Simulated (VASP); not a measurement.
# HfC (rock salt type) in VASP: notebook, part 2 of 2

VASP 6.6.1.

### Step 3. Single point, PBE

File INCAR:

```
PREC = Accurate
ENCUT = 520
EDIFF = 1E-6
ISMEAR = -1
SIGMA = 0.1
LREAL = F
LASPH = T
NELM = 60
ALGO = Normal
ISIF = 2
LWAVE = F
LCHARG = F
GGA = PE
NBANDS = 14
```

File KPOINTS:

```
regular mesh
0
Gamma
  8 8 8
```

File POSCAR:

```
HfC
1.0
    0.0000000000      2.3250000000      2.3250000000
    2.3250000000      0.0000000000      2.3250000000
    2.3250000000      2.3250000000      0.0000000000
Hf C
1 1
Direct
   -0.0043010753      0.0043010753      0.0043010753
    0.5000000000      0.5000000000      0.5000000000
```

Potentials or basis: VASP PAW PBE potentials, release 64 (Hf_pv, C).

The run is started by

```console
cat potpaw_PBE.64/Hf_pv/POTCAR potpaw_PBE.64/C/POTCAR > POTCAR
mpirun -np 1 vasp_std > vasp.out
```

Run time: 16 s. Hardware: 1 thread of AMD EPYC 7R13 (Zen 3), shared host; peak memory 0.12 GiB.

Results (log left out):

```
Free energy            : -21.0449 eV
Pressure               : -0.4 GPa
Largest force          : 0.160 eV/Å
Band gap on the k mesh : zero (band 7 reaches 6.94 eV, above the bottom of band 8 at 5.53 eV)
```

Forces in eV/Å, atoms in the order of the input:
```
Hf  -0.160  0.000  0.000
C    0.160  0.000  0.000
```

Stress tensor (GPa, compression positive):
```
-0.33  0.00  0.00
 0.00 -0.45  0.00
 0.00  0.00 -0.45
```

Levels at points of the mesh, in eV from the Fermi level:
```tsv
k point	band 5	band 6	band 7	band 8	band 9	band 10
(0.00, 0.00, 0.00)	1.02	1.02	1.05	1.45	1.49	1.49
(0.50, 0.00, 0.00)	-6.08	-2.92	-2.92	5.37	5.37	5.84
(0.50, 0.50, 0.00)	-2.53	-1.72	-0.04	-0.03	5.37	6.79
(0.00, 0.50, 0.50)	-2.53	-1.71	-0.04	-0.04	5.37	6.79
```

Caveat: spin-orbit coupling is left out, which moves the levels of the heavy elements.

### Step 4. Single point, HSE06

This run uses another cell than the first one, of 11.56 Å³/atom, 0.920 times its volume.

File POSCAR:

```
HfC
1.0
    0.0000000000      2.2612690210      2.2612690210
    2.2612690210      0.0000000000      2.2612690210
    2.2612690210      2.2612690210      0.0000000000
Hf C
1 1
Direct
    0.0000000000      0.0000000000      0.0000000000
    0.5000000000      0.5000000000      0.5000000000
```

File INCAR.step1:

```
SYSTEM = HfC
PREC     = Accurate       ! precision mode
ENCUT    = 520            ! plane-wave cutoff, eV
EDIFF    = 1E-5           ! SCF threshold, eV
ISMEAR   = -1             ! smearing method
SIGMA    = 0.1            ! smearing width, eV
LREAL    = .FALSE.        ! projectors in reciprocal space
LASPH    = .TRUE.         ! aspherical terms in the spheres
NELM     = 100            ! most SCF steps
ALGO     = Normal         ! electronic algorithm
ISIF     = 2              ! what is computed and relaxed
LWAVE    = .TRUE.         ! write WAVECAR
LCHARG   = .FALSE.        ! write CHGCAR
NBANDS   = 14             ! bands
GGA      = PE             ! functional
```

File INCAR.step2:

```
SYSTEM = HfC
PREC     = Accurate       ! precision mode
ENCUT    = 520            ! plane-wave cutoff, eV
EDIFF    = 1E-7           ! SCF threshold, eV
ISMEAR   = -1             ! smearing method
SIGMA    = 0.1            ! smearing width, eV
LREAL    = .FALSE.        ! projectors in reciprocal space
LASPH    = .TRUE.         ! aspherical terms in the spheres
NELM     = 100            ! most SCF steps
ALGO     = Normal         ! electronic algorithm
ISIF     = 2              ! what is computed and relaxed
LWAVE    = .FALSE.        ! write WAVECAR
LCHARG   = .FALSE.        ! write CHGCAR
GGA      = PE             ! functional
LHFCALC  = .TRUE.         ! exact exchange
HFSCREEN = 0.2079         ! screening, 1/A
PRECFOCK = Normal       
NBANDS   = 14             ! bands
ISTART   = 1
```

File KPOINTS:

```
Automatic mesh
0
G
  4 4 4
  0 0 0
```

The run is started by

```console
cat potpaw_PBE.64/Hf_pv/POTCAR potpaw_PBE.64/C/POTCAR > POTCAR
cp INCAR.step1 INCAR
mpirun -np 1 vasp_std > vasp.out
cp INCAR.step2 INCAR
mpirun -np 1 vasp_std > vasp.out
```

Run time: 3.5 min. Hardware: 1 thread of AMD EPYC 7R13 (Zen 3), shared host; peak memory 0.22 GiB.

It converged, with:

* Free energy: -23.8260 eV
* Pressure: 17.6 GPa
* Band gap on the k mesh: zero (band 7 reaches 7.46 eV, above the bottom of band 8 at 5.89 eV)

Levels at points of the mesh, in eV from the Fermi level:
```csv
k point,band 3,band 4,band 5,band 6,band 7,band 8,band 9,band 10,band 11,band 12
"(0.00, 0.00, 0.00)",-30.99,-14.17,1.38,1.38,1.38,2.26,2.26,2.26,4.54,4.54
"(0.50, 0.00, 0.00)",-31.08,-9.53,-7.15,-3.57,-3.57,7.13,7.13,7.71,7.96,14.20
"(0.50, 0.50, 0.00)",-31.33,-12.09,-2.86,-1.75,0.14,0.14,6.87,8.82,8.82,10.87
```

Caveat: the k points lie up to 0.60 Å⁻¹ apart; the PAW data sets were made with another functional, which shifts forces and pressure a little; spin-orbit coupling is left out, which moves the levels of the heavy elements.

### Step 5. Single point, HSE06

This run uses another cell than the first one, of 11.94 Å³/atom, 0.950 times its volume.

File POSCAR:

```
HfC
1.0
    0.0000000000      2.2855856060      2.2855856060
    2.2855856060      0.0000000000      2.2855856060
    2.2855856060      2.2855856060      0.0000000000
Hf C
1 1
Direct
    0.0000000000      0.0000000000      0.0000000000
    0.5000000000      0.5000000000      0.5000000000
```

File INCAR.step1:

```
ALGO = Normal ; EDIFF = 1E-5
ENCUT = 520 ; GGA = PE
ISIF = 2 ; ISMEAR = -1
LASPH = True ; LCHARG = False
LREAL = False ; LWAVE = True
NBANDS = 14 ; NELM = 80
PREC = Accurate ; SIGMA = 0.1
```

File INCAR.step2:

```
ALGO = Normal ; EDIFF = 1E-6
ENCUT = 520 ; GGA = PE
HFSCREEN = 0.2079 ; ISIF = 2
ISMEAR = -1 ; ISTART = 1
LASPH = True ; LCHARG = False
LHFCALC = True ; LREAL = False
LWAVE = False ; NBANDS = 14
NELM = 80 ; PREC = Accurate
PRECFOCK = Normal ; SIGMA = 0.1
```

File KPOINTS:

```
k-points
0
Gamma
  4 4 4
```

The run is started by

```console
cat potpaw_PBE.64/Hf_pv/POTCAR potpaw_PBE.64/C/POTCAR > POTCAR
cp INCAR.step1 INCAR
mpirun -np 1 vasp_std > vasp.out
cp INCAR.step2 INCAR
mpirun -np 1 vasp_std > vasp.out
```

Wall time 3 min (1 thread of AMD EPYC 7R13 (Zen 3), shared host); peak memory 0.22 GiB.

The run converged. Its results:

```
Free energy            : -23.8868 eV
Pressure               : 8.4 GPa
Band gap on the k mesh : zero (band 7 reaches 7.21 eV, above the bottom of band 8 at 5.74 eV)
```

Levels at points of the mesh, in eV from the Fermi level:
```csv
k point,band 5,band 6,band 7,band 8,band 9,band 10
"(0.00, 0.00, 0.00)",1.37,1.37,1.37,2.24,2.24,2.24
"(0.50, 0.00, 0.00)",-7.00,-3.44,-3.44,6.90,6.90,7.47
"(0.50, 0.50, 0.00)",-2.92,-1.63,0.07,0.07,6.64,8.51
```

Caveat: the k points lie up to 0.60 Å⁻¹ apart; the PAW data sets were made with another functional, which shifts forces and pressure a little; spin-orbit coupling is left out, which moves the levels of the heavy elements.

### Step 6. Single point, HSE06

This run uses another cell than the first one, of 11.94 Å³/atom, 0.950 times its volume.

POSCAR is that of step 5.

File INCAR.step1:

```
SYSTEM = HfC
PREC = Accurate ; ENCUT = 520
EDIFF = 1E-5 ; ISMEAR = -1
SIGMA = 0.1 ; LREAL = .False.
LASPH = .True. ; NELM = 80
ALGO = Normal ; ISIF = 2
LWAVE = .True. ; LCHARG = .False.
GGA = PE ; NBANDS = 14
```

File INCAR.step2:

```
SYSTEM = HfC
PREC = Accurate ; ENCUT = 520
EDIFF = 1E-7 ; ISMEAR = -1
SIGMA = 0.1 ; LREAL = .False.
LASPH = .True. ; NELM = 80
ALGO = Normal ; ISIF = 2
LWAVE = .False. ; LCHARG = .False.
GGA = PE ; LHFCALC = .True.
HFSCREEN = 0.2079 ; PRECFOCK = Normal
ISTART = 1 ; NBANDS = 14
```

File KPOINTS:

```
Automatic mesh
0
Gamma
  4 4 4
  0 0 0
```

Potentials or basis: VASP PAW PBE potentials, release 64 (Hf_pv, C).

The run is started by

```console
cat potpaw_PBE.64/Hf_pv/POTCAR potpaw_PBE.64/C/POTCAR > POTCAR
cp INCAR.step1 INCAR
mpirun -np 1 vasp_std > vasp.out
cp INCAR.step2 INCAR
mpirun -np 1 vasp_std > vasp.out
```

It took 3.8 min on 1 thread of AMD EPYC 7R13 (Zen 3), shared host; peak memory 0.22 GiB.

It converged, with:

- Free energy: -23.8868 eV
- Pressure: 8.4 GPa
- Band gap on the k mesh: zero (band 7 reaches 7.21 eV, above the bottom of band 8 at 5.74 eV)

Levels at points of the mesh, in eV from the Fermi level:
```tsv
k point	band 4	band 5	band 6	band 7	band 8	band 9	band 10	band 11
(0.00, 0.00, 0.00)	-14.01	1.37	1.37	1.37	2.24	2.24	2.24	4.41
(0.50, 0.00, 0.00)	-9.59	-7.00	-3.44	-3.44	6.90	6.90	7.46	7.76
(0.50, 0.50, 0.00)	-11.92	-2.92	-1.63	0.07	0.07	6.64	8.51	8.51
```

Caveat: the k points lie up to 0.60 Å⁻¹ apart; the PAW data sets were made with another functional, which shifts forces and pressure a little; spin-orbit coupling is left out, which moves the levels of the heavy elements.

### Step 7. The runs side by side

```csv
level,cell,k mesh,grid for exact exchange (PRECFOCK),screening parameter,gap on the mesh (eV),pressure (GPa)
PBE,"a = 3.288 Å, angles 60.0°, 2 atoms",8 × 8 × 8,-,-,none,-0.4
HSE06,"a = 3.198 Å, angles 60.0°, 2 atoms",4 × 4 × 4,Normal,0.2079 1/Å,none,17.6
HSE06,"a = 3.232 Å, angles 60.0°, 2 atoms",4 × 4 × 4,Normal,0.2079 1/Å,none,8.4
```

Some of these runs hold the atoms at other places in the same cell, which the table doesn't show; runs alike in all that it shows share one row.

Alike in all rows: task single point; potentials or basis VASP PAW PBE potentials, release 64 (Hf_pv, C); no spin polarisation; cutoff (eV) 520; smearing fermi-dirac 0.1 eV.

Caveats: some runs use coarse meshes; spin-orbit coupling is left out, which moves the levels of the heavy elements; the PAW data sets were made with another functional, which shifts forces and pressure a little (some runs).

Total energies depend on the potentials used, so only differences within one code and one set of settings carry meaning.
